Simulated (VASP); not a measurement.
# Al3Cu2 (P3m1) in VASP: further runs

Runs on Al3Cu2. Level: PBEsol. Tasks: single point.

Program: VASP 6.6.1. These are calculated values, not measurements. Logs are shortened: lines on timing, memory, paths and dates and some standing lists are left out, and cuts for length are marked.

### 1 The cell of the first run

Symmetry: P3m1, No. 156, trigonal system. Conventional cell: a = 4.099 Å, b = 4.099 Å, c = 9.664 Å, α = 90.00°, β = 90.00°, γ = 120.00°. Within 3.3 Å of Al (site symmetry 3m) lie 6 Cu at 2.49 Å and 6 Al at 2.94 Å. Al (site symmetry 3m) has 6 Cu at 2.42 to 2.49 Å and 6 Al at 2.78 to 2.94 Å within 3.2 Å. Al (site symmetry 3m) has 5 Cu at 2.45 to 2.56 Å and 6 Al at 2.79 to 2.94 Å within 3.2 Å. Within 3.0 Å of Al (site symmetry 3m) lie 5 Cu at 2.24 to 2.56 Å and 6 Al at 2.79 to 2.94 Å. Al (site symmetry 3m) has 5 Cu at 2.24 to 2.56 Å and 6 Al at 2.78 to 2.79 Å within 3.0 Å. Al (site symmetry 3m) has 5 Cu at 2.45 to 2.56 Å and 6 Al at 2.79 to 2.94 Å within 3.2 Å. Within 3.0 Å of Cu (site symmetry 3m) lie 8 Al at 2.24 to 2.56 Å and 3 Cu at 2.69 Å. Cu (site symmetry 3m) has 8 Al at 2.45 to 2.56 Å and 3 Cu at 2.84 Å within 3.2 Å.

### 2 Single point, PBEsol (the distance across one plane changed)

INCAR reads:

```
SYSTEM = Al3Cu2
PREC = Accurate
ENCUT = 520
EDIFF = 1E-6
ISMEAR = 0
SIGMA = 0.15
LREAL = .FALSE.
LASPH = .TRUE.
NELM = 80
ALGO = Fast
ISIF = 2
LWAVE = .FALSE.
LCHARG = .FALSE.
GGA = PS
NBANDS = 42
```

KPOINTS reads:

```
Automatic mesh
0
G
  13 13 5
  0 0 0
```

POSCAR reads:

```
Al3Cu2
1.0
   -2.0492928026     -3.5494792536      0.0000000000
    2.0492928026     -3.5494792536      0.0000000000
    0.0000000000      0.0000000000      9.6642016679
Al Cu
6 4
Direct
    1.0000000000      1.0000000000      0.5561958219
    1.0000000000      1.0000000000      0.0406746226
    0.6666666667      0.6666666667      0.7374046094
    0.6666666667      0.6666666667      0.2218834101
    0.3333333333      0.3333333333      0.8905082337
    0.3333333333      0.3333333333      0.3749870344
    0.6666666667      0.6666666667      0.9904141681
    0.6666666667      0.6666666667      0.4748929688
    0.3333333333      0.3333333333      0.6374986750
    0.3333333333      0.3333333333      0.1219774757
```

Potentials or basis: VASP PAW PBE potentials, release 64 (Al, Cu).

On the command line:

```bash
$ cat potpaw_PBE.64/Al/POTCAR potpaw_PBE.64/Cu/POTCAR > POTCAR
$ mpirun -np 1 vasp_std > vasp.out
```

OUTCAR:

```text
SYSTEM = Al3Cu2
   PREC = Accurate
   ENCUT = 520
   EDIFF = 1E-6
   ISMEAR = 0
   LREAL = .FALSE.
   LASPH = .TRUE.
   NELM = 80
   ISIF = 2
   GGA = PS

 ion  position               nearest neighbor table
   1  0.000  0.000  0.556-   8 2.49   9 2.49   8 2.49   8 2.49   9 2.49   9 2.49   6 2.94   3 2.94
                             6 2.94   6 2.94   3 2.94   3 2.94
   2  0.000  0.000  0.041-   7 2.42   7 2.42   7 2.42  10 2.49  10 2.49  10 2.49   5 2.78   5 2.78
                             5 2.78   4 2.94   4 2.94   4 2.94
   3  0.667  0.667  0.737-   7 2.45   8 2.54   9 2.56   9 2.56   9 2.56   5 2.79   5 2.79   5 2.79
                             1 2.94   1 2.94   1 2.94
   4  0.667  0.667  0.222-   7 2.24   8 2.45  10 2.56  10 2.56  10 2.56   6 2.79   6 2.79   6 2.79
                             2 2.94   2 2.94   2 2.94
   5  0.333  0.333  0.891-  10 2.24   9 2.45   7 2.56   7 2.56   7 2.56   2 2.78   2 2.78   2 2.78
                             3 2.79   3 2.79   3 2.79
   6  0.333  0.333  0.375-  10 2.45   9 2.54   8 2.56   8 2.56   8 2.56   4 2.79   4 2.79   4 2.79
                             1 2.94   1 2.94   1 2.94
   7  0.667  0.667  0.990-   4 2.24   2 2.42   2 2.42   2 2.42   3 2.45   5 2.56   5 2.56   5 2.56
                            10 2.69  10 2.69  10 2.69
   8  0.667  0.667  0.475-   4 2.45   1 2.49   1 2.49   1 2.49   3 2.54   6 2.56   6 2.56   6 2.56

   9  0.333  0.333  0.637-   5 2.45   1 2.49   1 2.49   1 2.49   6 2.54   3 2.56   3 2.56   3 2.56

  10  0.333  0.333  0.122-   5 2.24   6 2.45   2 2.49   2 2.49   2 2.49   4 2.56   4 2.56   4 2.56
                             7 2.69   7 2.69   7 2.69

  LATTYP: Found a hexagonal cell.
 ALAT       =     4.0985856051
 C/A-ratio  =     2.3579357854

  Lattice vectors:

 A1 = (  -2.0492928026,   3.5494792536,   0.0000000000)
 A2 = (  -2.0492928026,  -3.5494792536,   0.0000000000)
 A3 = (   0.0000000000,   0.0000000000,   9.6642016679)

Analysis of symmetry for initial positions (statically):
=====================================================================
 Subroutine PRICEL returns:
 Original cell was already a primitive cell.

 Routine SETGRP: Setting up the symmetry group for a
 hexagonal supercell.

 Subroutine GETGRP returns: Found  6 space group operations
 (whereof  6 operations were pure point group operations)
 out of a pool of 24 trial point group operations.

The static configuration has the point symmetry C_3v.

Analysis of symmetry for dynamics (positions and initial velocities):
=====================================================================
 Subroutine PRICEL returns:
 Original cell was already a primitive cell.

 Routine SETGRP: Setting up the symmetry group for a
 hexagonal supercell.

 Subroutine GETGRP returns: Found  6 space group operations
 (whereof  6 operations were pure point group operations)
 out of a pool of 24 trial point group operations.

The dynamic configuration has the point symmetry C_3v.

 Subroutine INISYM returns: Found  6 space group operations
 (whereof  6 operations are pure point group operations),
 and found     1 'primitive' translations

----------------------------------------------------------------------------------------

                                     Primitive cell

  volume of cell :     140.5933

  direct lattice vectors                    reciprocal lattice vectors
    -2.049292803 -3.549479254  0.000000000    -0.243986608 -0.140865734  0.000000000
     2.049292803 -3.549479254  0.000000000     0.243986608 -0.140865734  0.000000000
     0.000000000  0.000000000  9.664201668     0.000000000  0.000000000  0.103474662

  length of vectors
     4.098585605  4.098585605  9.664201668     0.281731468  0.281731468  0.103474662

  position of ions in fractional coordinates (direct lattice)
     0.000000000  0.000000000  0.556195822
     0.000000000  0.000000000  0.040674623
     0.666666667  0.666666667  0.737404609
     0.666666667  0.666666667  0.221883410
     0.333333333  0.333333333  0.890508234
     0.333333333  0.333333333  0.374987034
     0.666666667  0.666666667  0.990414168
     0.666666667  0.666666667  0.474892969
     0.333333333  0.333333333  0.637498675
     0.333333333  0.333333333  0.121977476

  ion indices of the primitive-cell ions
   primitive index   ion index
                 1           1
                 2           2
                 3           3
                 4           4
                 5           5
                 6           6
                 7           7
                 8           8
                 9           9
                10          10

----------------------------------------------------------------------------------------

 KPOINTS: Automatic mesh

Automatic generation of k-mesh.
 Grid dimensions read from file:
 generate k-points for:   13   13    5

 Generating k-lattice:

  Cartesian coordinates                     Fractional coordinates (reciprocal lattice)
    -0.018768201 -0.010835826  0.000000000     0.076923077 -0.000000000  0.000000000
     0.018768201 -0.010835826  0.000000000    -0.000000000  0.076923077  0.000000000
     0.000000000  0.000000000  0.020694932     0.000000000  0.000000000  0.200000000

  Length of vectors
     0.021671651  0.021671651  0.020694932

  Shift w.r.t. Gamma in fractional coordinates (k-lattice)
     0.000000000  0.000000000  0.000000000

 Subroutine IBZKPT returns following result:
 ===========================================

 Found     91 irreducible k-points:

 Following reciprocal coordinates:
            Coordinates               Weight
  0.000000  0.000000  0.000000      1.000000
  0.076923  0.000000  0.000000      6.000000
  0.153846 -0.000000  0.000000      6.000000
  0.230769 -0.000000  0.000000      6.000000
  0.307692 -0.000000  0.000000      6.000000
  0.384615 -0.000000  0.000000      6.000000
[... 16 lines left out ...]
  0.076923  0.000000  0.200000      6.000000
  0.076923  0.076923  0.200000      6.000000
 [... further k-points ...]
   k-points           NKPTS =     91   k-points in BZ     NKDIM =     91   number of bands    NBANDS=     42
   number of dos      NEDOS =    301   number of ions     NIONS =     10
   total plane-waves  NPLWV =  64800
   dimension x,y,z NGX =    30 NGY =   30 NGZ =   72
   dimension x,y,z NGXF=    60 NGYF=   60 NGZF=  144
   ions per type =               6   4
   NGX,Y,Z   is equivalent  to a cutoff of  12.17, 12.17, 12.39 a.u.
   NGXF,Y,Z  is equivalent  to a cutoff of  24.34, 24.34, 24.77 a.u.
 SYSTEM =  Al3Cu2
   PREC   = accura    normal or accurate (medium, high low for compatibility)
   ISTART =      0    job   : 0-new  1-cont  2-samecut
   ICHARG =      2    charge: 1-file 2-atom 10-const
   ISPIN  =      1    spin polarized calculation?
   LNONCOLLINEAR =      F non collinear calculations
   LSORBIT =      F    spin-orbit coupling
   LASPH  =      T    aspherical Exc in radial PAW
   ENCUT  =  520.0 eV  38.22 Ry    6.18 a.u.   7.62  7.62 17.97*2*pi/ulx,y,z
   NELM   =     80;   NELMIN=  2; NELMDL= -5     # of ELM steps
   EDIFF  = 0.1E-05   stopping-criterion for ELM
   LREAL  =      F    real-space projection
   EDIFFG = 0.1E-04   stopping-criterion for IOM
   NSW    =      0    number of steps for IOM
   IBRION =     -1    ionic relax: 0-MD 1-quasi-New 2-CG
   NFREE  =      0    steps in history (QN), initial steepest desc. (CG)
   ISIF   =      2    stress and relaxation
   ISYM   =      2    0-nonsym 1-usesym 2-fastsym
   POTIM  = 0.5000    time-step for ionic-motion
   TEBEG  =    0.0;   TEEND  =   0.0 temperature during run
   PSTRESS=    0.0 pullay stress
   NELECT =      62.0000    total number of electrons
   NUPDOWN=      -1.0000    fix difference up-down
   EMIN   =  10.00;   EMAX   =-10.00  energy-range for DOS
   EFERMI =   0.00;   METHOD = LEGACY
   ISMEAR =     0;   SIGMA  =   0.15  broadening in eV -4-tet -1-fermi 0-gaus
   EFERMI_NEDOS =   21; number of points for ismear=-14 and -15
   IALGO  =     68    algorithm
   IMIX   =      4    mixing-type and parameters
     AMIX     =   0.40;   BMIX     =  1.00
     AMIX_MAG =   1.60;   BMIX_MAG =  1.00
  volume/ion in A,a.u.               =      14.06        94.88
  Fermi-wavevector in a.u.,A,eV,Ry     =   1.246093  2.354775 21.126422  1.552748
  Thomas-Fermi vector in A             =   2.380286
   LORBIT       =      0    0 simple, 1 ext, 2 COOP (PROOUT), +10 PAW based schemes
   GGA     = PS    functional components
   LHFCALC =     F    Hartree Fock is set to
   AEXX    =    0.0000 exact exchange contribution
   IVDW    =     0    specifies the selected vdW correction
   LEPSILON=     F    determine dielectric tensor
   LRPA    =     F    only Hartree local field effects (RPA)
 non-spin polarized calculation
 RMM-DIIS sequential band-by-band and
 Gauss-broadening in eV      SIGMA  =   0.15
  energy-cutoff  :      520.00
  volume of cell :      140.59
 maximum number of plane-waves:      3822
   NGX = 15   NGY = 15   NGZ = 35

 number of electron      61.9999954 magnetization

 Free energy of the ion-electron system (eV)
  ---------------------------------------------------
  ext. energy  EPLUGINS =         0.00000000
  ---------------------------------------------------
  free energy    TOTEN  =       -42.93711036 eV

  energy without entropy =      -42.90819612  energy(sigma->0) =      -42.92265324

 E-fermi :   8.6872     XC(G=0): -11.1943

 val. band max:        8.6837549078   @ k =   0.3846  -0.0000   0.0000
 cond. band min:       8.6923743029   @ k =   0.3077  -0.0000   0.0000
 fundamental gap:      0.0086193950
 Fermi energy:         8.6872299882

 k-point     1 :       0.0000    0.0000    0.0000
  band No.  band energies     occupation
      1      -2.9782      2.00000
      2      -1.7387      2.00000
      3      -0.5704      2.00000
      4       2.0489      2.00000
      5       2.6655      2.00000
      6       2.6655      2.00000
[... 34 lines left out ...]
     41      11.9617      0.00000
     42      12.0413      0.00000
[... 994 lines left out ...]
      2      -1.8521      2.00000
      3      -0.2043      2.00000
      4       1.7896      2.00000
      5       2.5890      2.00000
      6       2.6899      2.00000
[... 34 lines left out ...]
     41      12.5464      0.00000
     42      12.7318      0.00000

 [... further k-points ...]
[... 5 lines left out ...]
  --------------------------------------------------------------------------------------
  -------------------------------------------------------------------------------------
  Total        2.5857365      2.5857365      9.7971846      0.0000000     -0.0000000      0.0000000
  in kB       29.4666126     29.4666126    111.6470464      0.0000000     -0.0000000      0.0000000
  external PRESSURE =      56.8600906 kB  Pullay stress =       0.0000000 kB

 VOLUME and BASIS-vectors are now :
 -----------------------------------------------------------------------------
  energy-cutoff  :      520.00
  volume of cell :      140.59
      direct lattice vectors                 reciprocal lattice vectors
    -2.049292803 -3.549479254  0.000000000    -0.243986608 -0.140865734  0.000000000
     2.049292803 -3.549479254  0.000000000     0.243986608 -0.140865734  0.000000000
     0.000000000  0.000000000  9.664201668     0.000000000  0.000000000  0.103474662

 POSITION                                       TOTAL-FORCE (eV/Angst)
 -----------------------------------------------------------------------------------
      0.00000      0.00000      5.37519         0.000000      0.000000      0.004478
      0.00000      0.00000      0.39309        -0.000000      0.000000      0.426224
      0.00000     -4.73264      7.12643        -0.000000     -0.000000     -0.227445
      0.00000     -4.73264      2.14433        -0.000000      0.000000      1.792503
      0.00000     -2.36632      8.60605         0.000000     -0.000000     -2.106028
      0.00000     -2.36632      3.62395         0.000000      0.000000      0.142900
      0.00000     -4.73264      9.57156         0.000000     -0.000000     -1.523752
      0.00000     -4.73264      4.58946        -0.000000      0.000000      0.036148
      0.00000     -2.36632      6.16092        -0.000000     -0.000000     -0.050502
      0.00000     -2.36632      1.17881         0.000000      0.000000      1.505475
 -----------------------------------------------------------------------------------
    total drift:                                0.000000     -0.000000      0.000985

  FREE ENERGIE OF THE ION-ELECTRON SYSTEM (eV)
  ---------------------------------------------------
  free  energy   TOTEN  =       -42.9371103606 eV

  energy  without entropy=      -42.9081961250  energy(sigma->0) =      -42.92265324
```

Run time: 7.2 min. Hardware: 1 thread of Intel Xeon 6975P-C (Granite Rapids), shared host; peak memory 0.52 GiB.

What came out:

| Property | Result |
| --- | --- |
| Free energy | -42.9371 eV |
| Pressure | 5.7 GPa |
| Largest force | 2.106 eV/Å |
| Band gap on the k mesh | zero (bands 31 and 32 overlap by 2.46 eV) |

Forces on the atoms (eV/Å):
```
Al   0.000  0.000  0.004
Al   0.000  0.000  0.426
Al   0.000  0.000 -0.227
Al   0.000  0.000  1.793
Al   0.000  0.000 -2.106
Al   0.000  0.000  0.143
Cu   0.000  0.000 -1.524
Cu   0.000  0.000  0.036
Cu   0.000  0.000 -0.051
Cu   0.000  0.000  1.505
```

Caveat: the cell differs from its parent crystal (the distance across one plane changed); the stress differs along the axes, from 3 to 11 GPa; the PAW data sets were made with another functional, which shifts forces and pressure a little.

(Continued in part 2 of 2.)

The gap in the log of VASP goes by the Fermi energy; the results here count the filled bands.